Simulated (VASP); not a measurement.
# HfC in VASP: relaxation of the atoms with PBE

Aim: the relaxation of the atoms of HfC with PBE.

Everything below comes from runs of VASP 6.6.1. Logs are shortened: lines on timing, memory, paths and dates and some standing lists are left out, and cuts for length are marked.

## 1. The cell of the first run

The cell holds a slab with vacuum, 6 atoms: a = 3.289 Å, b = 3.289 Å, c = 18.651 Å, α = 90.00°, β = 90.00°, γ = 90.00°.

## 2. Relaxation of the atoms, PBE

Input file INCAR:

```
SYSTEM = HfC
PREC = Accurate ; ENCUT = 520
EDIFF = 1E-7 ; ISMEAR = 0
SIGMA = 0.1 ; LREAL = .False.
LASPH = .True. ; NELM = 80
ALGO = Normal ; ISIF = 2
LWAVE = .False. ; LCHARG = .False.
LDIPOL = .True. ; IDIPOL = 3
DIPOL = 0.5 0.5 0.500 ; GGA = PE
IBRION = 2 ; NSW = 70
EDIFFG = -0.03
```

Input file KPOINTS:

```
regular mesh
0
Gamma
  9 9 1
  0 0 0
```

Input file POSCAR:

```
HfC
1.0
    3.2891025570      0.0000000000      0.0000000000
    0.0000000000      3.2891025570      0.0000000000
    0.0000000000      0.0000000000     18.6514934442
Hf C
3 3
Selective dynamics
Direct
    0.0000000000      0.0000000000      0.3753050672  F F F
    0.5000000000      0.5000000000      0.5000000000  T T T
    0.0000000000      0.0000000000      0.6246949328  T T T
    0.5000000000      0.5000000000      0.3753050672  F F F
    0.0000000000      0.0000000000      0.5000000000  T T T
    0.5000000000      0.5000000000      0.6246949328  T T T
```

Potentials or basis: VASP PAW PBE potentials, release 64 (Hf_pv, C).

The run is started by

```bash
cat potpaw_PBE.64/Hf_pv/POTCAR potpaw_PBE.64/C/POTCAR > POTCAR
mpirun -np 1 vasp_std > vasp.out
```

OUTCAR:

```text
SYSTEM = HfC
   PREC = Accurate
   ENCUT = 520
   EDIFF = 1E-7
   ISMEAR = 0
   LREAL = .False.
   LASPH = .True.
   NELM = 80
   ISIF = 2
   GGA = PE
   IBRION = 2
   NSW = 70
   EDIFFG = -0.03

 ion  position               nearest neighbor table
   1  0.000  0.000  0.375-   5 2.33   4 2.33   4 2.33   4 2.33   4 2.33   2 3.29   2 3.29   2 3.29
                             2 3.29
   2  0.500  0.500  0.500-   4 2.33   6 2.33   5 2.33   5 2.33   5 2.33   5 2.33   3 3.29   3 3.29
                             1 3.29   3 3.29   1 3.29   1 3.29   3 3.29   1 3.29
   3  0.000  0.000  0.625-   5 2.33   6 2.33   6 2.33   6 2.33   6 2.33   2 3.29   2 3.29   2 3.29
                             2 3.29
   4  0.500  0.500  0.375-   2 2.33   1 2.33   1 2.33   1 2.33   1 2.33
   5  0.000  0.000  0.500-   1 2.33   3 2.33   2 2.33   2 2.33   2 2.33   2 2.33
   6  0.500  0.500  0.625-   2 2.33   3 2.33   3 2.33   3 2.33   3 2.33

  LATTYP: Found a simple tetragonal cell.
 ALAT       =     3.2891025570
 C/A-ratio  =     5.6706937899

  Lattice vectors:

 A1 = (   3.2891025570,   0.0000000000,   0.0000000000)
 A2 = (   0.0000000000,   3.2891025570,   0.0000000000)
 A3 = (   0.0000000000,   0.0000000000,  18.6514934442)

Analysis of symmetry for initial positions (statically):
=====================================================================
 Subroutine PRICEL returns:
 Original cell was already a primitive cell.

 Routine SETGRP: Setting up the symmetry group for a
 simple tetragonal supercell.

 Subroutine GETGRP returns: Found 16 space group operations
 (whereof 16 operations were pure point group operations)
 out of a pool of 16 trial point group operations.

The static configuration has the point symmetry D_4h.

Analysis of symmetry for dynamics (positions and initial velocities):
=====================================================================
 Subroutine PRICEL returns:
 Original cell was already a primitive cell.

 Routine SETGRP: Setting up the symmetry group for a
 simple tetragonal supercell.

 Subroutine GETGRP returns: Found 16 space group operations
 (whereof 16 operations were pure point group operations)
 out of a pool of 16 trial point group operations.

The dynamic configuration has the point symmetry D_4h.

Analysis of constrained symmetry for selective dynamics:
=====================================================================
 Subroutine PRICEL returns:
 Original cell was already a primitive cell.

 Routine SETGRP: Setting up the symmetry group for a
 simple tetragonal supercell.

 Subroutine GETGRP returns: Found  8 space group operations
 (whereof  8 operations were pure point group operations)
 out of a pool of 16 trial point group operations.

The constrained configuration has the point symmetry C_4v.

 Subroutine INISYM returns: Found  8 space group operations
 (whereof  8 operations are pure point group operations),
 and found     1 'primitive' translations

----------------------------------------------------------------------------------------

                                     Primitive cell

  volume of cell :     201.7755

  direct lattice vectors                    reciprocal lattice vectors
     3.289102557  0.000000000  0.000000000     0.304034302  0.000000000  0.000000000
     0.000000000  3.289102557  0.000000000     0.000000000  0.304034302  0.000000000
     0.000000000  0.000000000 18.651493444     0.000000000  0.000000000  0.053615010

  length of vectors
     3.289102557  3.289102557 18.651493444     0.304034302  0.304034302  0.053615010

  position of ions in fractional coordinates (direct lattice)
     0.000000000  0.000000000  0.375305067
     0.500000000  0.500000000  0.500000000
     0.000000000  0.000000000  0.624694933
     0.500000000  0.500000000  0.375305067
     0.000000000  0.000000000  0.500000000
     0.500000000  0.500000000  0.624694933

  ion indices of the primitive-cell ions
   primitive index   ion index
                 1           1
                 2           2
                 3           3
                 4           4
                 5           5
                 6           6

----------------------------------------------------------------------------------------

 KPOINTS: regular mesh

Automatic generation of k-mesh.
 Grid dimensions read from file:
 generate k-points for:    9    9    1

 Generating k-lattice:

  Cartesian coordinates                     Fractional coordinates (reciprocal lattice)
     0.033781589  0.000000000  0.000000000     0.111111111  0.000000000  0.000000000
     0.000000000  0.033781589  0.000000000     0.000000000  0.111111111  0.000000000
     0.000000000  0.000000000  0.053615010     0.000000000  0.000000000  1.000000000

  Length of vectors
     0.033781589  0.033781589  0.053615010

  Shift w.r.t. Gamma in fractional coordinates (k-lattice)
     0.000000000  0.000000000  0.000000000

 Subroutine IBZKPT returns following result:
 ===========================================

 Found     15 irreducible k-points:

 Following reciprocal coordinates:
            Coordinates               Weight
  0.000000  0.000000  0.000000      1.000000
  0.111111  0.000000  0.000000      4.000000
  0.222222  0.000000  0.000000      4.000000
  0.333333  0.000000  0.000000      4.000000
  0.444444  0.000000  0.000000      4.000000
  0.111111  0.111111  0.000000      4.000000
  0.222222  0.111111  0.000000      8.000000
  0.333333  0.111111  0.000000      8.000000
  0.444444  0.111111  0.000000      8.000000
  0.222222  0.222222  0.000000      4.000000
  0.333333  0.222222  0.000000      8.000000
  0.444444  0.222222  0.000000      8.000000
  0.333333  0.333333  0.000000      4.000000
  0.444444  0.333333  0.000000      8.000000
  0.444444  0.444444  0.000000      4.000000
   k-points           NKPTS =     15   k-points in BZ     NKDIM =     15   number of bands    NBANDS=     25
   number of dos      NEDOS =    301   number of ions     NIONS =      6
   total plane-waves  NPLWV =  80640
   dimension x,y,z NGX =    24 NGY =   24 NGZ =  140
   dimension x,y,z NGXF=    48 NGYF=   48 NGZF=  280
   ions per type =               3   3
   NGX,Y,Z   is equivalent  to a cutoff of  12.13, 12.13, 12.48 a.u.
   NGXF,Y,Z  is equivalent  to a cutoff of  24.26, 24.26, 24.96 a.u.
 SYSTEM =  HfC
   PREC   = accura    normal or accurate (medium, high low for compatibility)
   ISTART =      0    job   : 0-new  1-cont  2-samecut
   ICHARG =      2    charge: 1-file 2-atom 10-const
   ISPIN  =      1    spin polarized calculation?
   LNONCOLLINEAR =      F non collinear calculations
   LSORBIT =      F    spin-orbit coupling
   LASPH  =      T    aspherical Exc in radial PAW
   ENCUT  =  520.0 eV  38.22 Ry    6.18 a.u.   6.12  6.12 34.68*2*pi/ulx,y,z
   NELM   =     80;   NELMIN=  2; NELMDL= -5     # of ELM steps
   EDIFF  = 0.1E-06   stopping-criterion for ELM
   LREAL  =      F    real-space projection
   EDIFFG = -.3E-01   stopping-criterion for IOM
   NSW    =     70    number of steps for IOM
   IBRION =      2    ionic relax: 0-MD 1-quasi-New 2-CG
   NFREE  =      1    steps in history (QN), initial steepest desc. (CG)
   ISIF   =      2    stress and relaxation
   ISYM   =      2    0-nonsym 1-usesym 2-fastsym
   POTIM  = 0.5000    time-step for ionic-motion
   TEBEG  =    0.0;   TEEND  =   0.0 temperature during run
   PSTRESS=    0.0 pullay stress
   NELECT =      42.0000    total number of electrons
   NUPDOWN=      -1.0000    fix difference up-down
   EMIN   =  10.00;   EMAX   =-10.00  energy-range for DOS
   EFERMI =   0.00;   METHOD = LEGACY
   ISMEAR =     0;   SIGMA  =   0.10  broadening in eV -4-tet -1-fermi 0-gaus
   EFERMI_NEDOS =   21; number of points for ismear=-14 and -15
   IALGO  =     38    algorithm
   IMIX   =      4    mixing-type and parameters
     AMIX     =   0.40;   BMIX     =  1.00
     AMIX_MAG =   1.60;   BMIX_MAG =  1.00
  volume/ion in A,a.u.               =      33.63       226.94
  Fermi-wavevector in a.u.,A,eV,Ry     =   0.970216  1.833442 12.807425  0.941319
  Thomas-Fermi vector in A             =   2.100333
   LORBIT       =      0    0 simple, 1 ext, 2 COOP (PROOUT), +10 PAW based schemes
   GGA     = PE    functional components
   LHFCALC =     F    Hartree Fock is set to
   AEXX    =    0.0000 exact exchange contribution
   IVDW    =     0    specifies the selected vdW correction
   LEPSILON=     F    determine dielectric tensor
   LRPA    =     F    only Hartree local field effects (RPA)
 conjugate gradient relaxation of ions
 non-spin polarized calculation
 Gauss-broadening in eV      SIGMA  =   0.10
  energy-cutoff  :      520.00
  volume of cell :      201.78
 maximum number of plane-waves:      5476
   NGX = 13   NGY = 13   NGZ = 69

--------------------------------------- Ionic step        1  -------------------------------------------

 number of electron      42.0000007 magnetization

 Free energy of the ion-electron system (eV)
  ---------------------------------------------------
  ext. energy  EPLUGINS =         0.00000000
  ---------------------------------------------------
  free energy    TOTEN  =       -60.62364162 eV

  energy without entropy =      -60.61630170  energy(sigma->0) =      -60.61997166

------------------------ aborting loop because EDIFF is reached ----------------------------------------

  FORCE on cell =-STRESS in cart. coord.  units (eV):
  Direction    XX          YY          ZZ          XY          YZ          ZX
  --------------------------------------------------------------------------------------
  -------------------------------------------------------------------------------------
  Total       -5.2142814     -5.2142814     -4.3326388      0.0000000      0.0000000      0.0000000
  in kB      -41.4034570    -41.4034570    -34.4028657      0.0000000      0.0000000      0.0000000
  external PRESSURE =     -39.0699266 kB  Pullay stress =       0.0000000 kB
[... 101 lines left out ...]
  FREE ENERGIE OF THE ION-ELECTRON SYSTEM (eV)
  ---------------------------------------------------
  free  energy   TOTEN  =       -60.6837040069 eV

  energy  without entropy=      -60.6778148851  energy(sigma->0) =      -60.68075945

 dipolmoment           0.000000      0.000000     -0.002976 electrons x Angstroem

[... ionic steps 4 to 7 ...]

--------------------------------------- Ionic step        8  -------------------------------------------

 number of electron      42.0000009 magnetization

 E-fermi :  -0.0077     XC(G=0):  -5.5050

 val. band max:       -0.1046021471   @ k =   0.4444   0.4444   0.0000
 cond. band min:      -0.0041548769   @ k =   0.0000   0.0000   0.0000
 fundamental gap:      0.1004472702
 Fermi energy:        -0.0076617753

 k-point     1 :       0.0000    0.0000    0.0000
  band No.  band energies     occupation
      1     -30.5144      2.00000
      2     -30.3687      2.00000
      3     -30.0033      2.00000
      4     -30.0033      2.00000
      5     -29.8761      2.00000
      6     -29.8761      2.00000
[... 450 lines left out ...]
 number of electron      42.0000009 magnetization

------------------------ aborting loop because EDIFF is reached ----------------------------------------

 vacuum level on the upper side and lower side of the slab       (xc-potential included)         0.041        -0.134

  FORCE on cell =-STRESS in cart. coord.  units (eV):
  Direction    XX          YY          ZZ          XY          YZ          ZX
  --------------------------------------------------------------------------------------
  -------------------------------------------------------------------------------------
  Total       -4.0372598     -4.0372598      0.0642565      0.0000000      0.0000000     -0.0000000
  in kB      -32.0574396    -32.0574396      0.5102222      0.0000000      0.0000000     -0.0000000
  external PRESSURE =     -21.2015523 kB  Pullay stress =       0.0000000 kB
[... 27 lines left out ...]
--------------------------------------- Ionic step       10  -------------------------------------------

 number of electron      42.0000009 magnetization

 dipolmoment           0.000000      0.000000      0.015501 electrons x Angstroem

 Free energy of the ion-electron system (eV)
  ---------------------------------------------------
  ext. energy  EPLUGINS =         0.00000000
  ---------------------------------------------------
  free energy    TOTEN  =       -60.72273018 eV

  energy without entropy =      -60.71607343  energy(sigma->0) =      -60.71940181

 E-fermi :   0.0023     XC(G=0):  -5.5320

 val. band max:       -0.0032361413   @ k =   0.0000   0.0000   0.0000
 cond. band min:       0.0844480669   @ k =   0.4444   0.3333   0.0000
 fundamental gap:      0.0876842082
 Fermi energy:         0.0023233317

 k-point     1 :       0.0000    0.0000    0.0000
  band No.  band energies     occupation
      1     -30.4999      2.00000
      2     -30.3738      2.00000
      3     -29.9860      2.00000
      4     -29.9860      2.00000
      5     -29.8816      2.00000
      6     -29.8816      2.00000
[... 409 lines left out ...]
     24       2.7098      0.00000
     25       2.7681      0.00000

------------------------ aborting loop because EDIFF is reached ----------------------------------------

 vacuum level on the upper side and lower side of the slab       (xc-potential included)        -0.048        -0.318

  FORCE on cell =-STRESS in cart. coord.  units (eV):
  Direction    XX          YY          ZZ          XY          YZ          ZX
  --------------------------------------------------------------------------------------
  -------------------------------------------------------------------------------------
  Total       -4.0552669     -4.0552669      0.0400902      0.0000000      0.0000000      0.0000000
  in kB      -32.2004236    -32.2004236      0.3183318      0.0000000      0.0000000      0.0000000
  external PRESSURE =     -21.3608384 kB  Pullay stress =       0.0000000 kB
[... 21 lines left out ...]
  FREE ENERGIE OF THE ION-ELECTRON SYSTEM (eV)
  ---------------------------------------------------
  free  energy   TOTEN  =       -60.7227301841 eV

  energy  without entropy=      -60.7160734318  energy(sigma->0) =      -60.71940181

 reached required accuracy - stopping structural energy minimisation

 vacuum level on the upper side and lower side of the slab         3.638         3.356
```

It took 14 min on 1 thread of AMD EPYC 7R13 (Zen 3), shared host; peak memory 0.28 GiB.

Results:

| Item | Value |
| --- | --- |
| Free energy | -60.7227 eV |
| Energy gained by relaxing | 16.5 meV/atom |
| Ionic steps | 10 |
| Band gap on the k mesh | zero (bands 21 and 22 overlap by 0.19 eV) |

The path:
```csv
step,energy change (eV),largest force on free atoms (eV/Å),pressure (GPa)
1,0.0000,1.3541,-3.91
2,-0.0584,0.3066,-3.48
3,-0.0601,0.3189,-3.39
4,-0.0705,0.2673,-3.26
5,-0.0885,0.2749,-2.82
6,-0.0895,0.2917,-2.66
7,-0.0974,0.1489,-2.32
8,-0.0982,0.1465,-2.17
9,-0.0989,0.0676,-2.12
10,-0.0991,0.0212,-2.14
```

Final structure:
```xyz
6
Lattice="3.2891 0.0000 0.0000 0.0000 3.2891 0.0000 0.0000 0.0000 18.6515" Properties=species:S:1:pos:R:3 pbc="T T T"
Hf    0.0000    0.0000    7.0000
Hf    1.6446    1.6446    9.2575
Hf    3.2891    0.0000   11.4847
C     1.6446    1.6446    7.0000
C     0.0000    0.0000    9.2482
C     1.6446    1.6446   11.5678
```

Caveat: spin-orbit coupling is left out, which moves the levels of the heavy elements.
